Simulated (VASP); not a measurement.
# CsI (Pm-3m) in VASP: further runs, part 3 of 3

VASP 6.6.1. The steps go on from the part before.

## Step 5: Single point, LDA (volume scaled by 0.99)

INCAR

```
PREC = Accurate
ENCUT = 500
EDIFF = 1E-6
ISMEAR = -1
SIGMA = 0.01
LREAL = F
LASPH = T
NELM = 120
ALGO = Normal
ISIF = 2
LWAVE = F
LCHARG = F
GGA = CA
NBANDS = 15
GGA_COMPAT = F
```

KPOINTS

```
regular mesh
0
Gamma
  7 7 7
```

POSCAR

```
CsI
1.0
    4.5514266418      0.0000000000      0.0000000000
    0.0000000000      4.5514266418      0.0000000000
    0.0000000000      0.0000000000      4.5514266418
Cs I
1 1
Direct
    0.0000000000      0.0000000000      0.0000000000
    0.5000000000      0.5000000000      0.5000000000
```

Potentials or basis: VASP PAW LDA potentials, release 64 (Cs_sv, I).

Run with:

```
$ cat potpaw_LDA.64/Cs_sv/POTCAR potpaw_LDA.64/I/POTCAR > POTCAR
$ mpirun -np 1 vasp_std > vasp.out
```

OUTCAR:

```text
PREC = Accurate
   ENCUT = 500
   EDIFF = 1E-6
   ISMEAR = -1
   LREAL = F
   LASPH = T
   NELM = 120
   ISIF = 2
   GGA = CA

 ion  position               nearest neighbor table
   1  0.000  0.000  0.000-
   2  0.500  0.500  0.500-

  LATTYP: Found a simple cubic cell.
 ALAT       =     4.5514266418

  Lattice vectors:

 A1 = (   4.5514266418,   0.0000000000,   0.0000000000)
 A2 = (   0.0000000000,   4.5514266418,   0.0000000000)
 A3 = (   0.0000000000,   0.0000000000,   4.5514266418)

Analysis of symmetry for initial positions (statically):
=====================================================================
 Subroutine PRICEL returns:
 Original cell was already a primitive cell.

 Routine SETGRP: Setting up the symmetry group for a
 simple cubic supercell.

 Subroutine GETGRP returns: Found 48 space group operations
[... 9 lines left out ...]

 Routine SETGRP: Setting up the symmetry group for a
 simple cubic supercell.

 Subroutine GETGRP returns: Found 48 space group operations
[... 11 lines left out ...]
                                     Primitive cell

  volume of cell :      94.2850

  direct lattice vectors                    reciprocal lattice vectors
     4.551426642  0.000000000  0.000000000     0.219711330  0.000000000  0.000000000
     0.000000000  4.551426642  0.000000000     0.000000000  0.219711330  0.000000000
     0.000000000  0.000000000  4.551426642     0.000000000  0.000000000  0.219711330

  length of vectors
     4.551426642  4.551426642  4.551426642     0.219711330  0.219711330  0.219711330

  position of ions in fractional coordinates (direct lattice)
     0.000000000  0.000000000  0.000000000
     0.500000000  0.500000000  0.500000000

  ion indices of the primitive-cell ions
   primitive index   ion index
                 1           1
                 2           2
[... 89 lines left out ...]
  Fermi-wavevector in a.u.,A,eV,Ry     =   0.906360  1.712772 11.177023  0.821488
  Thomas-Fermi vector in A             =   2.030038
   LORBIT       =      0    0 simple, 1 ext, 2 COOP (PROOUT), +10 PAW based schemes
   GGA     = CA    functional components
   LHFCALC =     F    Hartree Fock is set to
   AEXX    =    0.0000 exact exchange contribution
   IVDW    =     0    specifies the selected vdW correction
   LEPSILON=     F    determine dielectric tensor
   LRPA    =     F    only Hartree local field effects (RPA)
 non-spin polarized calculation
  energy-cutoff  :      500.00
  volume of cell :       94.29
 maximum number of plane-waves:      2417
 NGX is ok and might be reduce to    36
   NGX = 17   NGY = 17   NGZ = 17

 number of electron      16.0000003 magnetization

 Free energy of the ion-electron system (eV)
  ---------------------------------------------------
  ext. energy  EPLUGINS =         0.00000000
  ---------------------------------------------------
  free energy    TOTEN  =        -6.15017684 eV

  energy without entropy =       -6.15017684  energy(sigma->0) =       -6.15017684

 E-fermi :   0.9530     XC(G=0):  -8.1223

 val. band max:        0.6896572704   @ k =   0.4286   0.4286   0.0000
 cond. band min:       4.2874351691   @ k =   0.0000   0.0000   0.0000
 fundamental gap:      3.5977778987
 Fermi energy:         0.9530111650

 k-point     1 :       0.0000    0.0000    0.0000
  band No.  band energies     occupation
      1     -19.6064      2.00000
      2     -10.0195      2.00000
      3      -6.3026      2.00000
      4      -6.3026      2.00000
      5      -6.3026      2.00000
      6       0.6279      2.00000
      7       0.6279      2.00000
      8       0.6279      2.00000
      9       4.2874      0.00000
     10       4.6647      0.00000
     11       4.6647      0.00000
     12       8.4138      0.00000
     13       8.4138      0.00000
     14       8.4138      0.00000
[... 329 lines left out ...]
      2      -9.7525      2.00000
      3      -6.5776      2.00000
      4      -6.5676      2.00000
      5      -6.5676      2.00000
      6      -0.5941      2.00000
      7      -0.5941      2.00000
      8      -0.5107      2.00000
      9       7.0017      0.00000
     10       7.4481      0.00000
     11       7.4481      0.00000
     12       8.4939      0.00000
     13       8.5458      0.00000
     14       8.5458      0.00000
     15      10.6714      0.00000

------------------------ aborting loop because EDIFF is reached ----------------------------------------

  FORCE on cell =-STRESS in cart. coord.  units (eV):
  Direction    XX          YY          ZZ          XY          YZ          ZX
  --------------------------------------------------------------------------------------
  -------------------------------------------------------------------------------------
  Total       -0.7477918     -0.7477918     -0.7477918      0.0000000      0.0000000      0.0000000
  in kB      -12.7071647    -12.7071647    -12.7071647      0.0000000      0.0000000      0.0000000
  external PRESSURE =     -12.7071647 kB  Pullay stress =       0.0000000 kB

 VOLUME and BASIS-vectors are now :
 -----------------------------------------------------------------------------
  energy-cutoff  :      500.00
  volume of cell :       94.29
      direct lattice vectors                 reciprocal lattice vectors
     4.551426642  0.000000000  0.000000000     0.219711330  0.000000000  0.000000000
     0.000000000  4.551426642  0.000000000     0.000000000  0.219711330  0.000000000
     0.000000000  0.000000000  4.551426642     0.000000000  0.000000000  0.219711330

 POSITION                                       TOTAL-FORCE (eV/Angst)
 -----------------------------------------------------------------------------------
      0.00000      0.00000      0.00000         0.000000      0.000000      0.000000
      2.27571      2.27571      2.27571         0.000000      0.000000      0.000000
 -----------------------------------------------------------------------------------
    total drift:                               -0.000000      0.000000      0.000000

  FREE ENERGIE OF THE ION-ELECTRON SYSTEM (eV)
  ---------------------------------------------------
  free  energy   TOTEN  =        -6.1501768420 eV

  energy  without entropy=       -6.1501768420  energy(sigma->0) =       -6.15017684
```

OSZICAR:

```text
N       E                     dE             d eps       ncg     rms          rms(c)
DAV:   1     0.836189856206E+02    0.83619E+02   -0.60050E+03   600   0.856E+02
DAV:   2     0.109944193465E+01   -0.82520E+02   -0.75282E+02   870   0.138E+02
DAV:   3    -0.619056831682E+01   -0.72900E+01   -0.72537E+01   796   0.454E+01
DAV:   4    -0.629673566599E+01   -0.10617E+00   -0.10616E+00   747   0.653E+00
DAV:   5    -0.629765064758E+01   -0.91498E-03   -0.91497E-03   831   0.579E-01    0.158E+00
DAV:   6    -0.618067024530E+01    0.11698E+00   -0.84253E-02   712   0.148E+00    0.108E+00
DAV:   7    -0.615099504364E+01    0.29675E-01   -0.68251E-02   740   0.129E+00    0.480E-01
DAV:   8    -0.615031973790E+01    0.67531E-03   -0.82359E-03   684   0.442E-01    0.736E-02
DAV:   9    -0.615016217727E+01    0.15756E-03   -0.34825E-04   782   0.118E-01    0.464E-02
DAV:  10    -0.615018753741E+01   -0.25360E-04   -0.12761E-04   670   0.469E-02    0.267E-02
DAV:  11    -0.615017860739E+01    0.89300E-05   -0.59165E-05   719   0.351E-02    0.622E-03
DAV:  12    -0.615017683873E+01    0.17687E-05   -0.49805E-06   684   0.126E-02    0.204E-03
DAV:  13    -0.615017684199E+01   -0.32579E-08   -0.38113E-07   440   0.299E-03
   1 F= -.61501768E+01 E0= -.61501768E+01  d E =-.699595E-13
```

stdout:

```text
POSCAR found type information on POSCAR CsI
 POSCAR found :  2 types and       2 ions
 scaLAPACK will be used
 LDA part: xc-table for (Slater(with rela. corr.)+CA(PZ))
 , standard interpolation
 POSCAR, INCAR and KPOINTS ok, starting setup
 FFT: planning ... GRIDC
 FFT: planning ... GRID_SOFT
 FFT: planning ... GRID
 WAVECAR not read
 entering main loop
```

It took 25 s on 1 thread of Intel Xeon 6975P-C, shared host; peak memory 0.18 GiB.

What came out:

```yaml
Free_energy: -6.1502 eV
Pressure: -1.3 GPa
Band_gap_on_the_k_mesh: 3.60 eV, indirect (least direct gap 3.66 eV)
```

Levels at points of the mesh, in eV from the valence-band top:
```tsv
k point	band 5	band 6	band 7	band 8	band 9	band 10	band 11	band 12
(0.00, 0.00, 0.00)	-6.99	-0.06	-0.06	-0.06	3.60	3.97	3.97	7.72
```

Caveat: spin-orbit coupling is left out, which moves the levels of the heavy elements. A k mesh can miss the band edges.

## Step 6: Single point, LDA (volume scaled by 0.98)

INCAR is that of step 5.

KPOINTS

```
Automatic mesh
0
Gamma
  7 7 7
```

POSCAR

```
CsI
1.0
    4.5360500832      0.0000000000      0.0000000000
    0.0000000000      4.5360500832      0.0000000000
    0.0000000000      0.0000000000      4.5360500832
Cs I
1 1
Direct
    0.0000000000      0.0000000000      0.0000000000
    0.5000000000      0.5000000000      0.5000000000
```

Potentials or basis: VASP PAW LDA potentials, release 64 (Cs_sv, I).

Run with:

```
$ cat potpaw_LDA.64/Cs_sv/POTCAR potpaw_LDA.64/I/POTCAR > POTCAR
$ mpirun -np 1 vasp_std > vasp.out
```

Wall time 23 s (1 thread of Intel Xeon 6975P-C, shared host); peak memory 0.18 GiB.

Results (log left out):

| Quantity | Value |
| --- | --- |
| Free energy | -6.1574 eV |
| Pressure | -1.2 GPa |
| Band gap on the k mesh | 3.63 eV, indirect (least direct gap 3.69 eV) |

Levels at points of the mesh, in eV from the valence-band top:
```
           k point  band 4  band 5  band 6  band 7  band 8  band 9  band 10  band 11  band 12  band 13
(0.00, 0.00, 0.00)   -6.98   -6.98   -0.06   -0.06   -0.06    3.63     3.96     3.96     7.75     7.75
```

Caveat: spin-orbit coupling is left out, which moves the levels of the heavy elements.

## Step 7: The runs side by side

```tsv
cell	gap on the mesh (eV)	pressure (GPa)
a = 4.567 Å, 2 atoms	3.56	-1.4
a = 4.473 Å, 2 atoms	3.78	-0.7
a = 4.505 Å, 2 atoms	3.71	-0.9
a = 4.551 Å, 2 atoms	3.60	-1.3
a = 4.536 Å, 2 atoms	3.63	-1.2
```

Alike in all rows: task single point; level LDA; potentials or basis VASP PAW LDA potentials, release 64 (Cs_sv, I); no spin polarisation; k mesh 7 × 7 × 7; cutoff (eV) 500; smearing fermi-dirac 0.01 eV.

Caveats: spin-orbit coupling is left out, which moves the levels of the heavy elements.

Absolute energies hang on the potentials; compare differences alone.
